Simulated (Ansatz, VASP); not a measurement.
## Si2W in VASP and in Ansatz

```xyz
3
Lattice="-1.6069 1.6069 3.9932 1.6069 -1.6069 3.9932 1.6069 1.6069 -3.9932" Properties=species:S:1:pos:R:3 pbc="T T T"
Si    0.0000    0.0000    2.6730
Si    0.0000    0.0000    5.3135
W     0.0000    0.0000    0.0000
```

Change from the starting cell: z stretched by +2 %, ions relaxed.

Alike in both runs: functional PBE; k mesh 20 × 20 × 20; occupations fermi-dirac, width 0.05 eV; no spin polarisation.

Ansatz relaxed the structure, and its values are those at the end. VASP's run is a single point on that final structure, the one shown.

|  | VASP | Ansatz |
| --- | --- | --- |
| version | VASP 6.6.1 | Ansatz 0.2.0 |
| potentials or method | VASP PAW PBE potentials, release 64 (Si, W_sv) | plane-wave PAW, scalar-relativistic |
| plane-wave cutoff (eV) | 520 | 420 |
| valence electrons in the cell | 22 | 22 |

```tsv
	VASP	Ansatz	Ansatz less VASP
pressure (GPa)	-1.4	-1.5	-0.05
rms of the force components (eV/Å)	0.001	0.003	+0.0018
```

Ansatz's warnings: stress scf threshold loose.

Neither program's run includes spin-orbit coupling.
